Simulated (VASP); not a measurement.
# Ga16IO23 (a cell with a defect) in VASP: single point with PBE

Aim: the single point of Ga16IO23 (a cell with a defect) with PBE.

Program: VASP 6.6.1. These are calculated values, not measurements. Logs are shortened: lines on timing, memory, paths and dates and some standing lists are left out, and cuts for length are marked.

**1. The cell of the first run**

The cell holds a defect, 40 atoms: a = 6.780 Å, b = 8.471 Å, c = 8.401 Å, α = 47.38°, β = 66.85°, γ = 65.77°.

**2. Single point, PBE**

INCAR reads:

```
ALGO     = Normal         # electronic algorithm
EDIFF    = 1E-6           # SCF threshold, eV
ENCUT    = 520            # plane-wave cutoff, eV
GGA      = PE             # functional
ISIF     = 2              # what is computed and relaxed
ISMEAR   = -1             # smearing method
LASPH    = True           # aspherical terms in the spheres
LCHARG   = True           # write CHGCAR
LELF     = True           # ELF
LREAL    = Auto         
LUSENCCL = False        
LVHAR    = True         
LWAVE    = False          # write WAVECAR
NBANDS   = 202            # bands
NELECT   = 352.0        
NELM     = 100            # most SCF steps
PREC     = Accurate       # precision mode
SIGMA    = 0.01           # smearing width, eV
```

KPOINTS reads:

```
k-points
0
Gamma
  3 3 3
```

POSCAR reads:

```
Ga16IO23
1.0
    0.0000000000      4.7320000000      4.8550000000
    6.9420000000      0.0000000000      4.8550000000
    6.9420000000      4.7320000000      0.0000000000
Ga O I
16 23 1
Direct
    0.3388850000      0.7017650000      0.4111550000
    0.8388850000      0.2017650000      0.9111550000
    0.5481950000      0.4111550000      0.2017650000
    0.0481950000      0.9111550000      0.7017650000
    0.1611550000      0.2981950000      0.5888850000
    0.6611550000      0.7981950000      0.0888850000
    0.4517650000      0.0888850000      0.2981950000
    0.9517650000      0.5888850000      0.7981950000
    0.1611150000      0.7982350000      0.0888450000
    0.6611150000      0.2982350000      0.5888450000
    0.9518050000      0.0888450000      0.2982350000
    0.4518050000      0.5888450000      0.7982350000
    0.3388450000      0.2018050000      0.9111150000
    0.8388450000      0.7018050000      0.4111150000
    0.0482350000      0.4111150000      0.2018050000
    0.5482350000      0.9111150000      0.7018050000
    0.9516300000      0.1695700000      0.6823100000
    0.4516300000      0.6695700000      0.1823100000
    0.6964900000      0.1823100000      0.1695700000
    0.1964900000      0.6823100000      0.6695700000
    0.4323100000      0.9464900000      0.2016300000
    0.9323100000      0.4464900000      0.7016300000
    0.4195700000      0.2016300000      0.4464900000
    0.9195700000      0.7016300000      0.9464900000
    0.5483700000      0.3304300000      0.8176900000
    0.0483700000      0.8304300000      0.3176900000
    0.8035100000      0.3176900000      0.3304300000
    0.3035100000      0.8176900000      0.8304300000
    0.0676900000      0.5535100000      0.2983700000
    0.5676900000      0.0535100000      0.7983700000
    0.0804300000      0.2983700000      0.0535100000
    0.5804300000      0.7983700000      0.5535100000
    0.6458650000      0.6041350000      0.3958650000
    0.3541350000      0.3958650000      0.1041350000
    0.8541350000      0.8958650000      0.6041350000
    0.8541350000      0.8958650000      0.1041350000
    0.3541350000      0.3958650000      0.6041350000
    0.1458650000      0.1041350000      0.3958650000
    0.6458650000      0.6041350000      0.8958650000
    0.1458650000      0.1041350000      0.8958650000
```

Potentials or basis: VASP PAW PBE potentials, release 64 (Ga_d, O, I).

Run with:

```sh
$ cat potpaw_PBE.64/Ga_d/POTCAR potpaw_PBE.64/O/POTCAR potpaw_PBE.64/I/POTCAR > POTCAR
$ mpirun -np 1 vasp_std > vasp.out
```

OUTCAR:

```text
EDIFF = 1E-6
   ENCUT = 520
   GGA = PE
   ISIF = 2
   ISMEAR = -1
   LASPH = True
   LREAL = Auto
   NELECT = 352.0
   NELM = 100
   PREC = Accurate

 ion  position               nearest neighbor table
   1  0.339  0.702  0.411-  21 1.75  33 1.88  37 1.89  20 1.92  18 1.93  26 1.99   6 2.57  10 2.87
                             9 2.87
   2  0.839  0.202  0.911-  22 1.75  40 1.88  36 1.89  19 1.92  17 1.93  25 1.99   5 2.57   9 2.87
                            10 2.87
   3  0.548  0.411  0.202-  23 1.75  34 1.88  39 1.89  18 1.92  19 1.93  27 1.99   7 2.57  12 2.87
                            11 2.87
   4  0.048  0.911  0.702-  24 1.75  35 1.88  38 1.89  17 1.92  20 1.93  28 1.99   8 2.57  11 2.87
                            12 2.87
   5  0.161  0.298  0.589-  17 1.75  40 1.88  37 1.89  23 1.92  22 1.93  29 1.99   2 2.57  13 2.87
                            14 2.87
   6  0.661  0.798  0.089-  18 1.75  33 1.88  36 1.89  24 1.92  21 1.93  30 1.99   1 2.57  14 2.87
                            13 2.87
   7  0.452  0.089  0.298-  19 1.75  34 1.88  38 1.89  21 1.92  23 1.93  32 1.99   3 2.57  15 2.87
                            16 2.87
   8  0.952  0.589  0.798-  20 1.75  35 1.88  39 1.89  22 1.92  24 1.93  31 1.99   4 2.57  16 2.87
                            15 2.87
   9  0.161  0.798  0.089-  29 1.75  36 1.88  40 1.89  28 1.92  26 1.93  18 1.99  14 2.57   2 2.87
[... 24 lines left out ...]
  26  0.048  0.830  0.318-  14 1.75  11 1.92   9 1.93   1 1.99  40 2.58
  27  0.804  0.318  0.330-  15 1.75  10 1.92  11 1.93   3 1.99
  28  0.304  0.818  0.830-  16 1.75   9 1.92  12 1.93   4 1.99  40 2.56
  29  0.068  0.554  0.298-   9 1.75  15 1.92  14 1.93   5 1.99
  30  0.568  0.054  0.798-  10 1.75  16 1.92  13 1.93   6 1.99  40 2.58
  31  0.080  0.298  0.054-  11 1.75  13 1.92  15 1.93   8 1.99  40 2.56
  32  0.580  0.798  0.554-  12 1.75  14 1.92  16 1.93   7 1.99
  33  0.646  0.604  0.396-   1 1.88   6 1.88  14 1.89  10 1.89
  34  0.354  0.396  0.104-   3 1.88   7 1.88  12 1.89  15 1.89
  35  0.854  0.896  0.604-   4 1.88   8 1.88  11 1.89  16 1.89
  36  0.854  0.896  0.104-   9 1.88  14 1.88   6 1.89   2 1.89  40 2.46
  37  0.354  0.396  0.604-  10 1.88  13 1.88   5 1.89   1 1.89  40 2.46
  38  0.146  0.104  0.396-  11 1.88  15 1.88   4 1.89   7 1.89
  39  0.646  0.604  0.896-  12 1.88  16 1.88   3 1.89   8 1.89
  40  0.146  0.104  0.896-   2 1.88   5 1.88  13 1.89   9 1.89  17 2.27  22 2.27  36 2.46  37 2.46
                            28 2.56  31 2.56  30 2.58  26 2.58  11 3.04  16 3.04

  LATTYP: Found a face centered orthorhombic cell.
 ALAT       =     9.4640000000
 B/A-ratio  =     1.0259932375
 C/A-ratio  =     1.4670329670

  Lattice vectors:

 A1 = (  -6.9420000000,   0.0000000000,  -4.8550000000)
 A2 = (  -6.9420000000,   4.7320000000,   0.0000000000)
 A3 = (   0.0000000000,   4.7320000000,  -4.8550000000)

Analysis of symmetry for initial positions (statically):
=====================================================================
 Subroutine PRICEL returns:
 Original cell was already a primitive cell.

 Routine SETGRP: Setting up the symmetry group for a
 face centered orthorhombic supercell.

 Subroutine GETGRP returns: Found  2 space group operations
 (whereof  1 operations were pure point group operations)
 out of a pool of  8 trial point group operations.

The static configuration has the point symmetry C_1 .
 The point group associated with its full space group is C_2 .

Analysis of symmetry for dynamics (positions and initial velocities):
=====================================================================
 Subroutine PRICEL returns:
 Original cell was already a primitive cell.

 Routine SETGRP: Setting up the symmetry group for a
 face centered orthorhombic supercell.

 Subroutine GETGRP returns: Found  2 space group operations
 (whereof  1 operations were pure point group operations)
 out of a pool of  8 trial point group operations.

The dynamic configuration has the point symmetry C_1 .
 The point group associated with its full space group is C_2 .

 Subroutine INISYM returns: Found  2 space group operations
 (whereof  1 operations are pure point group operations),
 and found     1 'primitive' translations

----------------------------------------------------------------------------------------

                                     Primitive cell

  volume of cell :     318.9691

  direct lattice vectors                    reciprocal lattice vectors
     0.000000000  4.732000000  4.855000000    -0.072025353  0.105663567  0.102986612
     6.942000000  0.000000000  4.855000000     0.072025353 -0.105663567  0.102986612
     6.942000000  4.732000000  0.000000000     0.072025353  0.105663567 -0.102986612

  length of vectors
     6.779590622  8.471268441  8.401380125     0.164190996  0.164190996  0.164190996
[... 99 lines left out ...]
     0.024008451  0.035221189 -0.034328871     0.000000000 -0.000000000  0.333333333

  Length of vectors
     0.054730332  0.054730332  0.054730332

  Shift w.r.t. Gamma in fractional coordinates (k-lattice)
     0.000000000  0.000000000  0.000000000

 Subroutine IBZKPT returns following result:
 ===========================================

 Found     10 irreducible k-points:

 Following reciprocal coordinates:
            Coordinates               Weight
  0.000000  0.000000  0.000000      1.000000
  0.333333  0.000000  0.000000      4.000000
  0.000000  0.333333  0.000000      4.000000
  0.333333  0.333333  0.000000      2.000000
 -0.333333  0.333333  0.000000      4.000000
  0.333333  0.000000  0.333333      2.000000
 -0.333333  0.000000  0.333333      2.000000
 -0.333333  0.333333 -0.333333      2.000000
  0.000000  0.333333  0.333333      2.000000
 -0.333333  0.333333  0.333333      4.000000
   k-points           NKPTS =     10   k-points in BZ     NKDIM =     10   number of bands    NBANDS=    202
   number of dos      NEDOS =    301   number of ions     NIONS =     40
   total plane-waves  NPLWV = 204800
   dimension x,y,z NGX =    50 NGY =   64 NGZ =   64
   dimension x,y,z NGXF=   100 NGYF=  128 NGZF=  128
   ions per type =              16  23   1
   NGX,Y,Z   is equivalent  to a cutoff of  12.26, 12.56, 12.66 a.u.
   NGXF,Y,Z  is equivalent  to a cutoff of  24.52, 25.12, 25.33 a.u.
 SYSTEM =  unknown system
   PREC   = accura    normal or accurate (medium, high low for compatibility)
   ISTART =      0    job   : 0-new  1-cont  2-samecut
   ICHARG =      2    charge: 1-file 2-atom 10-const
   ISPIN  =      1    spin polarized calculation?
   LNONCOLLINEAR =      F non collinear calculations
   LSORBIT =      F    spin-orbit coupling
   LASPH  =      T    aspherical Exc in radial PAW
   ENCUT  =  520.0 eV  38.22 Ry    6.18 a.u.  12.61 15.75 15.62*2*pi/ulx,y,z
   NELM   =    100;   NELMIN=  2; NELMDL= -5     # of ELM steps
   EDIFF  = 0.1E-05   stopping-criterion for ELM
   LREAL  =      T    real-space projection
   EDIFFG = 0.1E-04   stopping-criterion for IOM
   NSW    =      0    number of steps for IOM
   IBRION =     -1    ionic relax: 0-MD 1-quasi-New 2-CG
   NFREE  =      0    steps in history (QN), initial steepest desc. (CG)
   ISIF   =      2    stress and relaxation
   ISYM   =      2    0-nonsym 1-usesym 2-fastsym
   POTIM  = 0.5000    time-step for ionic-motion
   TEBEG  =    0.0;   TEEND  =   0.0 temperature during run
   PSTRESS=    0.0 pullay stress
   NELECT =     352.0000    total number of electrons
   NUPDOWN=      -1.0000    fix difference up-down
   EMIN   =  10.00;   EMAX   =-10.00  energy-range for DOS
   EFERMI =   0.00;   METHOD = LEGACY
   ISMEAR =    -1;   SIGMA  =   0.01  broadening in eV -4-tet -1-fermi 0-gaus
   EFERMI_NEDOS =   21; number of points for ismear=-14 and -15
   IALGO  =     38    algorithm
   IMIX   =      4    mixing-type and parameters
     AMIX     =   0.40;   BMIX     =  1.00
     AMIX_MAG =   1.60;   BMIX_MAG =  1.00
  volume/ion in A,a.u.               =       7.97        53.81
  Fermi-wavevector in a.u.,A,eV,Ry     =   1.691763  3.196969 38.940719  2.862062
  Thomas-Fermi vector in A             =   2.773471
   LORBIT       =      0    0 simple, 1 ext, 2 COOP (PROOUT), +10 PAW based schemes
   GGA     = PE    functional components
   LHFCALC =     F    Hartree Fock is set to
   AEXX    =    0.0000 exact exchange contribution
   IVDW    =     0    specifies the selected vdW correction
   LEPSILON=     F    determine dielectric tensor
   LRPA    =     F    only Hartree local field effects (RPA)
 non-spin polarized calculation
  energy-cutoff  :      520.00
  volume of cell :      318.97
 maximum number of plane-waves:      8619
 NGX is ok and might be reduce to    50
   NGX = 25   NGY = 31   NGZ = 31

 number of electron     351.9999996 magnetization

 Free energy of the ion-electron system (eV)
  ---------------------------------------------------
  ext. energy  EPLUGINS =         0.00000000
  ---------------------------------------------------
  free energy    TOTEN  =      -188.78382807 eV

  energy without entropy =     -188.78382807  energy(sigma->0) =     -188.78382807

 E-fermi :   8.9937     XC(G=0): -13.5020

 val. band max:        8.7778413848   @ k =   0.0000   0.3333   0.3333
 cond. band min:      12.4427001876   @ k =   0.0000   0.0000   0.0000
 fundamental gap:      3.6648588028
 Fermi energy:         8.9936928664

 k-point     1 :       0.0000    0.0000    0.0000
  band No.  band energies     occupation
      1     -13.7158      2.00000
      2     -12.2821      2.00000
      3     -11.8076      2.00000
      4     -11.7589      2.00000
      5     -11.5169      2.00000
      6     -11.4244      2.00000
[... 1899 lines left out ...]
    187      16.1524      0.00000
    188      16.3009      0.00000
 [bands above 188 left out]

------------------------ aborting loop because EDIFF is reached ----------------------------------------

  FORCE on cell =-STRESS in cart. coord.  units (eV):
  Direction    XX          YY          ZZ          XY          YZ          ZX
  --------------------------------------------------------------------------------------
  -------------------------------------------------------------------------------------
  Total      173.1145166    209.5326349    256.3853184      0.0000000      0.0000000      7.7617757
  in kB      869.5518724   1052.4795873   1287.8199823      0.0000000      0.0000000     38.9872944
  external PRESSURE =    1069.9504807 kB  Pullay stress =       0.0000000 kB

 VOLUME and BASIS-vectors are now :
 -----------------------------------------------------------------------------
  energy-cutoff  :      520.00
  volume of cell :      318.97
      direct lattice vectors                 reciprocal lattice vectors
     0.000000000  4.732000000  4.855000000    -0.072025353  0.105663567  0.102986612
     6.942000000  0.000000000  4.855000000     0.072025353 -0.105663567  0.102986612
     6.942000000  4.732000000  0.000000000     0.072025353  0.105663567 -0.102986612

 POSITION                                       TOTAL-FORCE (eV/Angst)
 -----------------------------------------------------------------------------------
      7.72589      3.54919      5.05236         1.295799      0.737372     -3.562889
      7.72589      8.28119      5.05236        11.371748    -15.947343    -16.766839
      4.25489      3.54881      4.65764         1.084973     -0.420419      3.983997
     11.19689      3.54881      4.65764         0.159615     -0.666118      3.470414
      6.15811      3.54919      2.23014       -11.371748    -15.947343     16.766839
      6.15811      3.54919      7.08514        -1.295799      0.737372      3.562889
[... 32 lines left out ...]
     10.41300      7.29547      6.06875        -0.114544      3.730695      0.055463
      6.94200      4.92947      1.21375         0.000000     15.457257      0.000000
 -----------------------------------------------------------------------------------
    total drift:                               -0.000020      0.001047      0.000004

  FREE ENERGIE OF THE ION-ELECTRON SYSTEM (eV)
  ---------------------------------------------------
  free  energy   TOTEN  =      -188.7838280715 eV

  energy  without entropy=     -188.7838280715  energy(sigma->0) =     -188.78382807
```

Wall time 24 min (1 × NVIDIA H100 80GB with 1 thread of Intel Xeon Platinum 8481C at 2.70GHz (Sapphire Rapids), shared host); peak memory 1.7 GiB.

Results:

```
Free energy   : -188.7838 eV
Largest force : 25.783 eV/Å
```

Forces in eV/Å, atoms in the order of the input:
```
Ga    1.296   0.737  -3.563
Ga   11.372 -15.947 -16.767
Ga    1.085  -0.420   3.984
Ga    0.160  -0.666   3.470
Ga  -11.372 -15.947  16.767
Ga   -1.296   0.737   3.563
Ga   -1.085  -0.420  -3.984
Ga   -0.160  -0.666  -3.470
Ga  -10.565  11.733 -12.721
Ga   -1.404  -0.899   4.201
Ga    0.002   0.743  -4.278
Ga   -1.049   0.363  -3.882
Ga   10.565  11.733  12.721
Ga    1.404  -0.899  -4.201
Ga    1.049   0.363   3.882
Ga   -0.002   0.743   4.278
O    -2.684  -4.984  -4.418
O    -2.038  -2.736  -3.516
O    -1.988   2.951   3.355
O    -2.132   3.006   3.246
O     2.038  -2.736   3.516
O     2.684  -4.984   4.418
O     1.988   2.951  -3.355
O     2.132   3.006  -3.246
O     1.671   3.212   3.282
O     2.469   3.353   2.662
O     2.012  -2.956  -3.425
O     0.572  -3.035  -3.581
O    -1.671   3.212  -3.282
O    -2.469   3.353  -2.662
O    -0.572  -3.035   3.581
O    -2.012  -2.956   3.425
O     0.000   3.847   0.000
O     0.000  -3.764   0.000
O     0.000  -3.715   0.000
O    -0.265  -4.099  -1.834
O     0.265  -4.099   1.834
O     0.115   3.731  -0.055
O    -0.115   3.731   0.055
I     0.000  15.457   0.000
```

Levels at points of the mesh, in eV from the Fermi level:
| k point | band 174 | band 175 | band 176 | band 177 | band 178 | band 179 |
| --- | --- | --- | --- | --- | --- | --- |
| (0.00, 0.00, 0.00) | -0.74 | -0.25 | -0.22 | 3.45 | 5.15 | 6.13 |

Caveat: the cell carries a net charge on a neutralising background, which shifts energy and pressure; the cell is charged against a uniform background, so pressure and absolute levels hang on convention; spin-orbit coupling is left out, which moves the levels of the heavy elements.
